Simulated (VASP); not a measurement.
# Cu (R-3m) in VASP: notebook

Runs on Cu. Level: LDA. Tasks: single point.

All numbers are computed with VASP 6.6.1; they aren't measurements. Logs are shortened: lines on timing, memory, paths and dates and some standing lists are left out, and cuts for length are marked.

## Step 1: The cell of the first run

Symmetry: R-3m, No. 166, trigonal system. The conventional cell has a = 2.565 Å, b = 2.565 Å, c = 6.220 Å, α = 90.00°, β = 90.00°, γ = 120.00°. Cu (site symmetry -3m) has 12 Cu at 2.55 to 2.56 Å within 3.4 Å.

## Step 2: Single point, LDA

Input file INCAR:

```
SYSTEM = Cu
  ALGO = Normal
  EDIFF = 1E-7
  ENCUT = 520
  GGA = CA
  ISIF = 2
  ISMEAR = 1
  LASPH = .TRUE.
  LCHARG = .FALSE.
  LREAL = .FALSE.
  LWAVE = .FALSE.
  NBANDS = 12
  NELM = 60
  PREC = Accurate
  SIGMA = 0.1
```

Input file KPOINTS:

```
k-points
0
G
  16 16 16
  0 0 0
```

Input file POSCAR:

```
Cu
1.0
   -0.0120500000      1.8014750000      1.8014750000
    1.8014750000     -0.0120500000      1.8014750000
    1.8014750000      1.8014750000     -0.0120500000
Cu
1
Direct
    0.0000000000      0.0000000000      0.0000000000
```

Potentials or basis: VASP PAW LDA potentials, release 64 (Cu).

Command:

```console
cat potpaw_LDA.64/Cu/POTCAR > POTCAR
mpirun -np 1 vasp_std > vasp.out
```

OUTCAR:

```text
SYSTEM = Cu
   EDIFF = 1E-7
   ENCUT = 520
   GGA = CA
   ISIF = 2
   ISMEAR = 1
   LASPH = .TRUE.
   LREAL = .FALSE.
   NELM = 60
   PREC = Accurate

 ion  position               nearest neighbor table
   1  0.000  0.000  0.000-

  LATTYP: Found a trigonal (rhomboedric) cell.
 ALAT       =     2.5476988742
 COS(alpha) =     0.4933000011

  Lattice vectors:

 A1 = (  -0.0120500000,   1.8014750000,   1.8014750000)
 A2 = (   1.8014750000,  -0.0120500000,   1.8014750000)
 A3 = (   1.8014750000,   1.8014750000,  -0.0120500000)

Analysis of symmetry for initial positions (statically):
=====================================================================
 Subroutine PRICEL returns:
 Original cell was already a primitive cell.

 Routine SETGRP: Setting up the symmetry group for a
 trigonal (rhombohedral) supercell.

 Subroutine GETGRP returns: Found 12 space group operations
 (whereof 12 operations were pure point group operations)
 out of a pool of 12 trial point group operations.

The static configuration has the point symmetry D_3d.

Analysis of symmetry for dynamics (positions and initial velocities):
=====================================================================
 Subroutine PRICEL returns:
 Original cell was already a primitive cell.

 Routine SETGRP: Setting up the symmetry group for a
 trigonal (rhombohedral) supercell.

 Subroutine GETGRP returns: Found 12 space group operations
 (whereof 12 operations were pure point group operations)
 out of a pool of 12 trial point group operations.

The dynamic configuration has the point symmetry D_3d.

 Subroutine INISYM returns: Found 12 space group operations
 (whereof 12 operations are pure point group operations),
 and found     1 'primitive' translations

----------------------------------------------------------------------------------------

                                     Primitive cell

  volume of cell :      11.8100

  direct lattice vectors                    reciprocal lattice vectors
    -0.012050000  1.801475000  1.801475000    -0.274780964  0.276631341  0.276631341
     1.801475000 -0.012050000  1.801475000     0.276631341 -0.274780964  0.276631341
     1.801475000  1.801475000 -0.012050000     0.276631341  0.276631341 -0.274780964

  length of vectors
     2.547698874  2.547698874  2.547698874     0.478073609  0.478073609  0.478073609

  position of ions in fractional coordinates (direct lattice)
     0.000000000  0.000000000  0.000000000

  ion indices of the primitive-cell ions
   primitive index   ion index
                 1           1

----------------------------------------------------------------------------------------

 KPOINTS: k-points

Automatic generation of k-mesh.
 Grid dimensions read from file:
 generate k-points for:   16   16   16

 Generating k-lattice:

  Cartesian coordinates                     Fractional coordinates (reciprocal lattice)
    -0.017173810  0.017289459  0.017289459     0.062500000  0.000000000  0.000000000
     0.017289459 -0.017173810  0.017289459     0.000000000  0.062500000  0.000000000
     0.017289459  0.017289459 -0.017173810     0.000000000  0.000000000  0.062500000

  Length of vectors
     0.029879601  0.029879601  0.029879601

  Shift w.r.t. Gamma in fractional coordinates (k-lattice)
     0.000000000  0.000000000  0.000000000

 Subroutine IBZKPT returns following result:
 ===========================================

 Found    417 irreducible k-points:

 Following reciprocal coordinates:
            Coordinates               Weight
  0.000000  0.000000  0.000000      1.000000
  0.062500  0.000000  0.000000      6.000000
  0.125000  0.000000  0.000000      6.000000
  0.187500 -0.000000 -0.000000      6.000000
  0.250000  0.000000  0.000000      6.000000
  0.312500  0.000000  0.000000      6.000000
[... 16 lines left out ...]
 -0.125000  0.062500 -0.000000     12.000000
 -0.062500  0.062500  0.000000      6.000000
 [... further k-points ...]
   k-points           NKPTS =    417   k-points in BZ     NKDIM =    417   number of bands    NBANDS=     12
   number of dos      NEDOS =    301   number of ions     NIONS =      1
   total plane-waves  NPLWV =   8000
   dimension x,y,z NGX =    20 NGY =   20 NGZ =   20
   dimension x,y,z NGXF=    40 NGYF=   40 NGZF=   40
   ions per type =               1
   NGX,Y,Z   is equivalent  to a cutoff of  13.05, 13.05, 13.05 a.u.
   NGXF,Y,Z  is equivalent  to a cutoff of  26.10, 26.10, 26.10 a.u.
 SYSTEM =  Cu
   PREC   = accura    normal or accurate (medium, high low for compatibility)
   ISTART =      0    job   : 0-new  1-cont  2-samecut
   ICHARG =      2    charge: 1-file 2-atom 10-const
   ISPIN  =      1    spin polarized calculation?
   LNONCOLLINEAR =      F non collinear calculations
   LSORBIT =      F    spin-orbit coupling
   LASPH  =      T    aspherical Exc in radial PAW
   ENCUT  =  520.0 eV  38.22 Ry    6.18 a.u.   4.74  4.74  4.74*2*pi/ulx,y,z
   NELM   =     60;   NELMIN=  2; NELMDL= -5     # of ELM steps
   EDIFF  = 0.1E-06   stopping-criterion for ELM
   LREAL  =      F    real-space projection
   EDIFFG = 0.1E-05   stopping-criterion for IOM
   NSW    =      0    number of steps for IOM
   IBRION =     -1    ionic relax: 0-MD 1-quasi-New 2-CG
   NFREE  =      0    steps in history (QN), initial steepest desc. (CG)
   ISIF   =      2    stress and relaxation
   ISYM   =      2    0-nonsym 1-usesym 2-fastsym
   POTIM  = 0.5000    time-step for ionic-motion
   TEBEG  =    0.0;   TEEND  =   0.0 temperature during run
   PSTRESS=    0.0 pullay stress
   NELECT =      11.0000    total number of electrons
   NUPDOWN=      -1.0000    fix difference up-down
   EMIN   =  10.00;   EMAX   =-10.00  energy-range for DOS
   EFERMI =   0.00;   METHOD = LEGACY
   ISMEAR =     1;   SIGMA  =   0.10  broadening in eV -4-tet -1-fermi 0-gaus
   EFERMI_NEDOS =   21; number of points for ismear=-14 and -15
   IALGO  =     38    algorithm
   IMIX   =      4    mixing-type and parameters
     AMIX     =   0.40;   BMIX     =  1.00
     AMIX_MAG =   1.60;   BMIX_MAG =  1.00
  volume/ion in A,a.u.               =      11.81        79.70
  Fermi-wavevector in a.u.,A,eV,Ry     =   1.598781  3.021258 34.777853  2.556100
  Thomas-Fermi vector in A             =   2.696177
   LORBIT       =      0    0 simple, 1 ext, 2 COOP (PROOUT), +10 PAW based schemes
   GGA     = CA    functional components
   LHFCALC =     F    Hartree Fock is set to
   AEXX    =    0.0000 exact exchange contribution
   IVDW    =     0    specifies the selected vdW correction
   LEPSILON=     F    determine dielectric tensor
   LRPA    =     F    only Hartree local field effects (RPA)
 non-spin polarized calculation
 Methfessel and Paxton  Order N= 1 SIGMA  =   0.10
  energy-cutoff  :      520.00
  volume of cell :       11.81
 maximum number of plane-waves:       331
   NGX =  9   NGY =  9   NGZ =  9

 number of electron      11.0000001 magnetization

 Free energy of the ion-electron system (eV)
  ---------------------------------------------------
  ext. energy  EPLUGINS =         0.00000000
  ---------------------------------------------------
  free energy    TOTEN  =        -4.67359432 eV

  energy without entropy =       -4.67345127  energy(sigma->0) =       -4.67354663

 E-fermi :   7.2819     XC(G=0): -13.1022

 val. band max:        7.2634857381   @ k =  -0.3125   0.1875   0.1250
 cond. band min:       7.2921510119   @ k =   0.5000   0.1875   0.0625
 fundamental gap:      0.0286652738
 Fermi energy:         7.2819379799

 k-point     1 :       0.0000    0.0000    0.0000
  band No.  band energies     occupation
      1      -2.0102      2.00000
      2       4.2491      2.00000
      3       4.2491      2.00000
      4       4.3030      2.00000
      5       5.1062      2.00000
      6       5.1062      2.00000
      7      30.0066      0.00000
      8      32.3201      0.00000
      9      32.3201      0.00000
     10      32.8354      0.00000
     11      34.8886      0.00000
     12      34.8886      0.00000

 k-point     2 :       0.0625    0.0000    0.0000
  band No.  band energies     occupation
      1      -1.8686      2.00000
      2       4.2234      2.00000
      3       4.2746      2.00000
      4       4.3264      2.00000
      5       5.0962      2.00000
      6       5.0963      2.00000
      7      29.0167      0.00000
      8      31.0102      0.00000
      9      31.8999      0.00000
     10      32.3486      0.00000
     11      35.5124      0.00000
     12      35.8623      0.00000

 k-point     3 :       0.1250    0.0000    0.0000
  band No.  band energies     occupation
      1      -1.4500      2.00000
      2       4.1477      2.00000
      3       4.3371      2.00000
      4       4.3920      2.00000
      5       5.0793      2.00000
      6       5.0795      2.00000
      7      26.0280      0.00000
      8      30.5956      0.00000
      9      31.1694      0.00000
     10      31.5884      0.00000
     11      36.7679      0.00000
     12      36.8971      0.00000
[... 286 lines left out ...]
 k-point    23 :      -0.1250    0.0625   -0.0000
  band No.  band energies     occupation
      1      -1.1321      2.00000
      2       4.0763      2.00000
      3       4.3859      2.00000
      4       4.4437      2.00000
      5       4.9944      2.00000
      6       5.1586      2.00000
      7      25.0425      0.00000
      8      27.7102      0.00000
      9      31.8348      0.00000
     10      33.1882      0.00000
     11      35.4790      0.00000
     12      36.2417      0.00000

 k-point    24 :      -0.0625    0.0625    0.0000
  band No.  band energies     occupation
      1      -1.6355      2.00000
      2       4.1665      2.00000
      3       4.3200      2.00000
      4       4.3716      2.00000
      5       5.0454      2.00000
      6       5.1222      2.00000
      7      27.8941      0.00000
      8      28.9037      0.00000
      9      31.6976      0.00000
     10      33.2395      0.00000
     11      35.2857      0.00000
     12      36.0889      0.00000

 [... further k-points ...]

------------------------ aborting loop because EDIFF is reached ----------------------------------------

  FORCE on cell =-STRESS in cart. coord.  units (eV):
  Direction    XX          YY          ZZ          XY          YZ          ZX
  --------------------------------------------------------------------------------------
  -------------------------------------------------------------------------------------
  Total       -0.8581311     -0.8581311     -0.8581311      0.0352801      0.0352801      0.0352801
  in kB     -116.4163031   -116.4163031   -116.4163031      4.7861894      4.7861894      4.7861894
  external PRESSURE =    -116.4163031 kB  Pullay stress =       0.0000000 kB

 VOLUME and BASIS-vectors are now :
 -----------------------------------------------------------------------------
  energy-cutoff  :      520.00
  volume of cell :       11.81
      direct lattice vectors                 reciprocal lattice vectors
    -0.012050000  1.801475000  1.801475000    -0.274780964  0.276631341  0.276631341
     1.801475000 -0.012050000  1.801475000     0.276631341 -0.274780964  0.276631341
     1.801475000  1.801475000 -0.012050000     0.276631341  0.276631341 -0.274780964

 POSITION                                       TOTAL-FORCE (eV/Angst)
 -----------------------------------------------------------------------------------
      0.00000      0.00000      0.00000         0.000000      0.000000     -0.000000
 -----------------------------------------------------------------------------------
    total drift:                                0.000000      0.000000      0.000000

  FREE ENERGIE OF THE ION-ELECTRON SYSTEM (eV)
  ---------------------------------------------------
  free  energy   TOTEN  =        -4.6735943153 eV

  energy  without entropy=       -4.6734512682  energy(sigma->0) =       -4.67354663
```

It took 20 s on 1 thread of Intel Xeon 6975P-C (Granite Rapids), shared host; peak memory 0.16 GiB.

Results:

| Item | Value |
| --- | --- |
| Free energy | -4.6736 eV |
| Pressure | -11.6 GPa |

Stress tensor (GPa, compression positive):
```
-11.64   0.48   0.48
  0.48 -11.64   0.48
  0.48   0.48 -11.64
```

## Step 3: Single point, LDA

Input file INCAR:

```
SYSTEM = Cu
  ALGO = Normal
  EDIFF = 1E-6
  ENCUT = 520
  ISIF = 2
  ISMEAR = 1
  LASPH = .True.
  LCHARG = .False.
  LREAL = .False.
  LWAVE = .False.
  NBANDS = 12
  NELM = 100
  PREC = Accurate
  SIGMA = 0.1
```

Input file KPOINTS:

```
k-points
0
Gamma
  16 16 16
  0 0 0
```

Input file POSCAR:

```
Cu
1.0
    0.0120500000      1.8135250000      1.8135250000
    1.8135250000      0.0120500000      1.8135250000
    1.8135250000      1.8135250000      0.0120500000
Cu
1
Direct
    0.0000000000      0.0000000000      0.0000000000
```

Potentials or basis: VASP PAW LDA potentials, release 64 (Cu).

Command:

```console
cat potpaw_LDA.64/Cu/POTCAR > POTCAR
mpirun -np 1 vasp_std > vasp.out
```

OUTCAR:

```text
SYSTEM = Cu
   EDIFF = 1E-6
   ENCUT = 520
   ISIF = 2
   ISMEAR = 1
   LASPH = .True.
   LREAL = .False.
   NELM = 100
   PREC = Accurate

 ion  position               nearest neighbor table
   1  0.000  0.000  0.000-

  LATTYP: Found a trigonal (rhomboedric) cell.
 ALAT       =     2.5647399583
 COS(alpha) =     0.5066333344

  Lattice vectors:

 A1 = (   0.0120500000,   1.8135250000,   1.8135250000)
 A2 = (   1.8135250000,   0.0120500000,   1.8135250000)
 A3 = (   1.8135250000,   1.8135250000,   0.0120500000)

[... 538 lines left out ...]

 [... further k-points ...]

------------------------ aborting loop because EDIFF is reached ----------------------------------------

  FORCE on cell =-STRESS in cart. coord.  units (eV):
  Direction    XX          YY          ZZ          XY          YZ          ZX
  --------------------------------------------------------------------------------------
  -------------------------------------------------------------------------------------
  Total       -0.8575220     -0.8575220     -0.8575220     -0.0358173     -0.0358173     -0.0358173
  in kB     -116.3336589   -116.3336589   -116.3336589     -4.8590727     -4.8590727     -4.8590727
  external PRESSURE =    -116.3336589 kB  Pullay stress =       0.0000000 kB

 VOLUME and BASIS-vectors are now :
 -----------------------------------------------------------------------------
  energy-cutoff  :      520.00
  volume of cell :       11.81
      direct lattice vectors                 reciprocal lattice vectors
     0.012050000  1.813525000  1.813525000    -0.278469382  0.276631300  0.276631300
     1.813525000  0.012050000  1.813525000     0.276631300 -0.278469382  0.276631300
     1.813525000  1.813525000  0.012050000     0.276631300  0.276631300 -0.278469382

 POSITION                                       TOTAL-FORCE (eV/Angst)
 -----------------------------------------------------------------------------------
      0.00000      0.00000      0.00000        -0.000000      0.000000      0.000000
 -----------------------------------------------------------------------------------
    total drift:                                0.000000      0.000000      0.000000

  FREE ENERGIE OF THE ION-ELECTRON SYSTEM (eV)
  ---------------------------------------------------
  free  energy   TOTEN  =        -4.6735952765 eV

  energy  without entropy=       -4.6734497043  energy(sigma->0) =       -4.67354675
```

OSZICAR:

```text
N       E                     dE             d eps       ncg     rms          rms(c)
DAV:   1     0.423325841407E+02    0.42333E+02   -0.53539E+03 11068   0.156E+03
DAV:   2    -0.427373159431E+01   -0.46606E+02   -0.42798E+02 10244   0.206E+02
DAV:   3    -0.564868691394E+01   -0.13750E+01   -0.13656E+01 11708   0.411E+01
DAV:   4    -0.565748968675E+01   -0.88028E-02   -0.88014E-02 11368   0.289E+00
DAV:   5    -0.565757461108E+01   -0.84924E-04   -0.84923E-04 11956   0.287E-01    0.795E+00
DAV:   6    -0.511487601762E+01    0.54270E+00   -0.16085E+01 11948   0.777E+01    0.423E+00
DAV:   7    -0.468815450672E+01    0.42672E+00   -0.25887E+00 11984   0.314E+01    0.541E-01
DAV:   8    -0.467568960818E+01    0.12465E-01   -0.66736E-03 12064   0.147E+00    0.336E-01
DAV:   9    -0.467358472587E+01    0.21049E-02   -0.10999E-02 12204   0.180E+00    0.189E-02
DAV:  10    -0.467359307428E+01   -0.83484E-05   -0.35162E-05 14756   0.956E-02    0.518E-03
DAV:  11    -0.467359527503E+01   -0.22008E-05   -0.51996E-07  8600   0.117E-02    0.439E-04
DAV:  12    -0.467359527655E+01   -0.15152E-08   -0.46134E-08  5996   0.237E-03
   1 F= -.46735953E+01 E0= -.46735468E+01  d E =-.145572E-03
```

Run time: 19 s. Hardware: 1 thread of Intel Xeon 6975P-C (Granite Rapids), shared host; peak memory 0.16 GiB.

Results:

| Property | Result |
| --- | --- |
| Free energy | -4.6736 eV |
| Pressure | -11.6 GPa |

[end of part 1 of 2]
